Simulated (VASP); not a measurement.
# Ni (Fd-3m) in VASP: single point with PBEsol

Aim: the single point of Ni with PBEsol.

Program: VASP 6.6.1. These are calculated values, not measurements. Logs are shortened: lines on timing, memory, paths and dates and some standing lists are left out, and cuts for length are marked.

## (1) The cell of the first run

The structure is cubic, space group Fd-3m (No. 227). The conventional cell has a = 3.691 Å, b = 3.691 Å, c = 3.691 Å, α = 90.00°, β = 90.00°, γ = 90.00°. Within 2.1 Å of Ni (site symmetry -43m) lie 4 Ni at 1.60 Å.

This isn't the form of Ni at room conditions, which is fcc.

## (2) Single point, PBEsol, collinear spin, ferromagnetic start (6.29 Å³/atom)

Input file POSCAR:

```
Ni
1.0
    0.0000000000      1.8454967478      1.8454967478
    1.8454967478      0.0000000000      1.8454967478
    1.8454967478      1.8454967478      0.0000000000
Ni
2
Direct
   -0.1250000000     -0.1250000000     -0.1250000000
    0.1250000000      0.1250000000      0.1250000000
```

Input file INCAR.step1:

```
SYSTEM = Ni
  ALGO = Normal
  EDIFF = 1E-6
  ENCUT = 520
  GGA = PS
  ISIF = 2
  ISMEAR = -1
  ISPIN = 2
  LASPH = .True.
  LCHARG = .True.
  LMAXMIX = 4
  LREAL = .False.
  LWAVE = .False.
  MAGMOM = 1 1
  NBANDS = 21
  NELM = 150
  PREC = Accurate
  SIGMA = 0.08
```

Input file KPOINTS.step1:

```
k-points
0
Gamma
  14 14 14
  0 0 0
```

Input file INCAR.step2:

```
SYSTEM = Ni
  ALGO = Normal
  EDIFF = 1E-6
  ENCUT = 520
  GGA = PS
  ICHARG = 11
  ISIF = 2
  ISMEAR = -5
  ISPIN = 2
  LASPH = .True.
  LCHARG = .False.
  LMAXMIX = 4
  LORBIT = 11
  LREAL = .False.
  LWAVE = .False.
  MAGMOM = 1 1
  NBANDS = 21
  NEDOS = 1001
  NELM = 150
  PREC = Accurate
  SIGMA = 0.08
```

Input file KPOINTS.step2:

```
k-points
0
Gamma
  21 21 21
  0 0 0
```

Potentials or basis: VASP PAW PBE potentials, release 64 (Ni).

The run is started by

```sh
> cat potpaw_PBE.64/Ni/POTCAR > POTCAR
> cp INCAR.step1 INCAR
> cp KPOINTS.step1 KPOINTS
> mpirun -np 1 vasp_std > vasp.out
> cp INCAR.step2 INCAR
> cp KPOINTS.step2 KPOINTS
> mpirun -np 1 vasp_std > vasp.out
```

OUTCAR:

```text
SYSTEM = Ni
   EDIFF = 1E-6
   ENCUT = 520
   GGA = PS
   ICHARG = 11
   ISIF = 2
   ISMEAR = -5
   ISPIN = 2
   LASPH = .True.
   LORBIT = 11
   LREAL = .False.
   NELM = 150
   PREC = Accurate

 ion  position               nearest neighbor table
   1  0.875  0.875  0.875-   2 1.60   2 1.60   2 1.60   2 1.60   2 3.06   2 3.06   2 3.06   2 3.06
                             2 3.06   2 3.06   2 3.06   2 3.06   2 3.06   2 3.06   2 3.06   2 3.06
   2  0.125  0.125  0.125-   1 1.60   1 1.60   1 1.60   1 1.60   1 3.06   1 3.06   1 3.06   1 3.06
                             1 3.06   1 3.06   1 3.06   1 3.06   1 3.06   1 3.06   1 3.06   1 3.06

  LATTYP: Found a face centered cubic cell.
 ALAT       =     3.6909934956

  Lattice vectors:

 A1 = (   0.0000000000,   1.8454967478,   1.8454967478)
 A2 = (   1.8454967478,   0.0000000000,   1.8454967478)
 A3 = (   1.8454967478,   1.8454967478,   0.0000000000)

Analysis of symmetry for initial positions (statically):
=====================================================================
 Subroutine PRICEL returns:
 Original cell was already a primitive cell.

 Routine SETGRP: Setting up the symmetry group for a
 face centered cubic supercell.

 Subroutine GETGRP returns: Found 48 space group operations
 (whereof 12 operations were pure point group operations)
 out of a pool of 48 trial point group operations.

The static configuration has the point symmetry D_3d.
 The point group associated with its full space group is O_h .

Analysis of symmetry for dynamics (positions and initial velocities):
=====================================================================
 Subroutine PRICEL returns:
 Original cell was already a primitive cell.

 Routine SETGRP: Setting up the symmetry group for a
 face centered cubic supercell.

 Subroutine GETGRP returns: Found 48 space group operations
 (whereof 12 operations were pure point group operations)
 out of a pool of 48 trial point group operations.

The dynamic configuration has the point symmetry D_3d.
 The point group associated with its full space group is O_h .

Analysis of structural, dynamic, and magnetic symmetry:
=====================================================================
 Subroutine PRICEL returns:
 Original cell was already a primitive cell.

 Routine SETGRP: Setting up the symmetry group for a
 face centered cubic supercell.

 Subroutine GETGRP returns: Found 48 space group operations
 (whereof 12 operations were pure point group operations)
 out of a pool of 48 trial point group operations.

The overall configuration has the point symmetry D_3d.
 The point group associated with its full space group is O_h .

 Subroutine INISYM returns: Found 48 space group operations
 (whereof 12 operations are pure point group operations),
 and found     1 'primitive' translations

----------------------------------------------------------------------------------------

                                     Primitive cell

  volume of cell :      12.5710

  direct lattice vectors                    reciprocal lattice vectors
     0.000000000  1.845496748  1.845496748    -0.270929765  0.270929765  0.270929765
     1.845496748  0.000000000  1.845496748     0.270929765 -0.270929765  0.270929765
     1.845496748  1.845496748  0.000000000     0.270929765  0.270929765 -0.270929765

  length of vectors
     2.609926530  2.609926530  2.609926530     0.469264118  0.469264118  0.469264118

  position of ions in fractional coordinates (direct lattice)
     0.875000000  0.875000000  0.875000000
     0.125000000  0.125000000  0.125000000

  ion indices of the primitive-cell ions
   primitive index   ion index
                 1           1
                 2           2

----------------------------------------------------------------------------------------

 KPOINTS: k-points

Automatic generation of k-mesh.
 Grid dimensions read from file:
 generate k-points for:   21   21   21

 Generating k-lattice:

  Cartesian coordinates                     Fractional coordinates (reciprocal lattice)
    -0.012901417  0.012901417  0.012901417     0.047619048  0.000000000  0.000000000
     0.012901417 -0.012901417  0.012901417     0.000000000  0.047619048  0.000000000
     0.012901417  0.012901417 -0.012901417     0.000000000  0.000000000  0.047619048

  Length of vectors
     0.022345910  0.022345910  0.022345910

  Shift w.r.t. Gamma in fractional coordinates (k-lattice)
     0.000000000  0.000000000  0.000000000

 TETIRR: Found   1276 inequivalent tetrahedra from    55566

 Subroutine IBZKPT returns following result:
 ===========================================

 Found    286 irreducible k-points:

 Following reciprocal coordinates:
            Coordinates               Weight
  0.000000  0.000000  0.000000      1.000000
  0.047619  0.000000  0.000000      8.000000
  0.095238  0.000000  0.000000      8.000000
  0.142857  0.000000  0.000000      8.000000
  0.190476  0.000000  0.000000      8.000000
  0.238095  0.000000  0.000000      8.000000
[... 16 lines left out ...]
 -0.428571  0.047619  0.000000     24.000000
 -0.380952  0.047619  0.000000     24.000000
 [... further k-points ...]
   k-points           NKPTS =    286   k-points in BZ     NKDIM =    286   number of bands    NBANDS=     21
   number of dos      NEDOS =   1001   number of ions     NIONS =      2
   total plane-waves  NPLWV =   8000
   dimension x,y,z NGX =    20 NGY =   20 NGZ =   20
   dimension x,y,z NGXF=    40 NGYF=   40 NGZF=   40
   ions per type =               2
   NGX,Y,Z   is equivalent  to a cutoff of  12.74, 12.74, 12.74 a.u.
   NGXF,Y,Z  is equivalent  to a cutoff of  25.48, 25.48, 25.48 a.u.
 SYSTEM =  Ni
   PREC   = accura    normal or accurate (medium, high low for compatibility)
   ISTART =      0    job   : 0-new  1-cont  2-samecut
   ICHARG =     11    charge: 1-file 2-atom 10-const
   ISPIN  =      2    spin polarized calculation?
   LNONCOLLINEAR =      F non collinear calculations
   LSORBIT =      F    spin-orbit coupling
   LASPH  =      T    aspherical Exc in radial PAW
   ENCUT  =  520.0 eV  38.22 Ry    6.18 a.u.   4.85  4.85  4.85*2*pi/ulx,y,z
   NELM   =    150;   NELMIN=  2; NELMDL=  0     # of ELM steps
   EDIFF  = 0.1E-05   stopping-criterion for ELM
   LREAL  =      F    real-space projection
   EDIFFG = 0.1E-04   stopping-criterion for IOM
   NSW    =      0    number of steps for IOM
   IBRION =     -1    ionic relax: 0-MD 1-quasi-New 2-CG
   NFREE  =      0    steps in history (QN), initial steepest desc. (CG)
   ISIF   =      2    stress and relaxation
   ISYM   =      2    0-nonsym 1-usesym 2-fastsym
   POTIM  = 0.5000    time-step for ionic-motion
   TEBEG  =    0.0;   TEEND  =   0.0 temperature during run
   PSTRESS=    0.0 pullay stress
   NELECT =      20.0000    total number of electrons
   NUPDOWN=      -1.0000    fix difference up-down
   EMIN   =  10.00;   EMAX   =-10.00  energy-range for DOS
   EFERMI =   0.00;   METHOD = LEGACY
   ISMEAR =    -5;   SIGMA  =   0.08  broadening in eV -4-tet -1-fermi 0-gaus
   EFERMI_NEDOS =   21; number of points for ismear=-14 and -15
   IALGO  =     38    algorithm
   IMIX   =      4    mixing-type and parameters
     AMIX     =   0.40;   BMIX     =  1.00
     AMIX_MAG =   1.60;   BMIX_MAG =  1.00
  volume/ion in A,a.u.               =       6.29        42.42
  Fermi-wavevector in a.u.,A,eV,Ry     =   1.911150  3.611551 49.695226  3.652496
  Thomas-Fermi vector in A             =   2.947823
   LORBIT       =     11    0 simple, 1 ext, 2 COOP (PROOUT), +10 PAW based schemes
   GGA     = PS    functional components
   LHFCALC =     F    Hartree Fock is set to
   AEXX    =    0.0000 exact exchange contribution
   IVDW    =     0    specifies the selected vdW correction
   LEPSILON=     F    determine dielectric tensor
   LRPA    =     F    only Hartree local field effects (RPA)
 spin polarized calculation
 Fermi weights with tetrahedron method with Bloechl corrections
  energy-cutoff  :      520.00
  volume of cell :       12.57
 maximum number of plane-waves:       347

 number of electron      20.0000023 magnetization      -0.0000289

 Free energy of the ion-electron system (eV)
  ---------------------------------------------------
  ext. energy  EPLUGINS =         0.00000000
  ---------------------------------------------------
  free energy    TOTEN  =         8.53283784 eV

  energy without entropy =        8.53283784  energy(sigma->0) =        8.53283784

 E-fermi :  20.9378     XC(G=0): -16.6918

 val. band max:       20.9852247499   @ k =   0.2381   0.0000   0.0000
 cond. band min:      20.8662843207   @ k =   0.2857   0.0000   0.0000
 fundamental gap:     -0.1189404293
 Fermi energy:        20.9377835689

 spin component 1

 k-point     1 :       0.0000    0.0000    0.0000
  band No.  band energies     occupation
      1       7.5251      1.00000
      2      11.4698      1.00000
      3      11.4698      1.00000
      4      13.1506      1.00000
      5      13.1506      1.00000
      6      13.1506      1.00000
[... 13 lines left out ...]
     20      53.6478      0.00000
     21      53.6478      0.00000
[... 529 lines left out ...]
 k-point    24 :      -0.3810    0.0476    0.0000
  band No.  band energies     occupation
      1      10.7813      1.00000
      2      11.2253      1.00000
      3      11.5287      1.00000
      4      13.1442      1.00000
      5      13.4676      1.00000
      6      13.7745      1.00000
[... 13 lines left out ...]
     20      55.5830      0.00000
     21      59.4685      0.00000

 [... further k-points ...]

 spin component 2

 k-point     1 :       0.0000    0.0000    0.0000
  band No.  band energies     occupation
      1       7.5251      1.00000
      2      11.4698      1.00000
      3      11.4698      1.00000
      4      13.1505      1.00000
      5      13.1505      1.00000
      6      13.1505      1.00000
[... 13 lines left out ...]
     20      53.6478      0.00000
     21      53.6478      0.00000
[... 529 lines left out ...]
 k-point    24 :      -0.3810    0.0476    0.0000
  band No.  band energies     occupation
      1      10.7813      1.00000
      2      11.2253      1.00000
      3      11.5287      1.00000
      4      13.1442      1.00000
      5      13.4676      1.00000
      6      13.7745      1.00000
[... 13 lines left out ...]
     20      55.5830      0.00000
     21      59.4685      0.00000

 [... further k-points ...]
[... 5 lines left out ...]
  --------------------------------------------------------------------------------------
  -------------------------------------------------------------------------------------
  Total       52.0989338     52.0989338     52.0989338      0.0000000      0.0000000      0.0000000
  in kB     6640.0227920   6640.0227920   6640.0227920      0.0000000      0.0000000      0.0000000
  external PRESSURE =    6640.0227920 kB  Pullay stress =       0.0000000 kB

 VOLUME and BASIS-vectors are now :
 -----------------------------------------------------------------------------
  energy-cutoff  :      520.00
  volume of cell :       12.57
      direct lattice vectors                 reciprocal lattice vectors
     0.000000000  1.845496748  1.845496748    -0.270929765  0.270929765  0.270929765
     1.845496748  0.000000000  1.845496748     0.270929765 -0.270929765  0.270929765
     1.845496748  1.845496748  0.000000000     0.270929765  0.270929765 -0.270929765

 POSITION                                       TOTAL-FORCE (eV/Angst)
 -----------------------------------------------------------------------------------
      3.22962      3.22962      3.22962        -0.000000     -0.000000     -0.000000
      0.46137      0.46137      0.46137         0.000000      0.000000      0.000000
 -----------------------------------------------------------------------------------
    total drift:                                0.000000     -0.000000     -0.000000

  FREE ENERGIE OF THE ION-ELECTRON SYSTEM (eV)
  ---------------------------------------------------
  free  energy   TOTEN  =         8.5328378404 eV

  energy  without entropy=        8.5328378404  energy(sigma->0) =        8.53283784

 total charge

# of ion       s       p       d       tot
------------------------------------------
    1        0.930   1.218   9.461  11.610
    2        0.930   1.218   9.461  11.610
--------------------------------------------------
tot          1.860   2.437  18.922  23.219

 magnetization (x)

# of ion       s       p       d       tot
------------------------------------------
    1        0.000   0.000  -0.000  -0.000
    2        0.000   0.000  -0.000  -0.000
--------------------------------------------------
tot          0.000   0.000  -0.000  -0.000
```

Wall time 64 s (1 thread of AMD EPYC 9R45 (Zen 5), shared host); peak memory 0.18 GiB.

What came out:

| Quantity | Value |
| --- | --- |
| Net moment | 0.00 μB per cell |

Levels at points of the mesh, in eV from the Fermi level:
Spin up:
```csv
k point,band 6,band 7,band 8,band 9,band 10,band 11,band 12,band 13,band 14,band 15
"(0.00, 0.00, 0.00)",-7.79,-4.17,-4.17,-4.17,0.25,0.25,20.61,20.77,20.77,20.77
```
Spin down:
| k point | band 7 | band 8 | band 9 | band 10 | band 11 | band 12 | band 13 | band 14 |
| --- | --- | --- | --- | --- | --- | --- | --- | --- |
| (0.00, 0.00, 0.00) | -4.17 | -4.17 | -4.17 | 0.25 | 0.25 | 20.61 | 20.77 | 20.77 |

Caveat: atoms lie so close that the PAW spheres overlap strongly, which falsifies energies and pressures; the PAW data sets were made with another functional, which shifts forces and pressure a little; tetrahedron occupations give inexact forces and stress in metals.
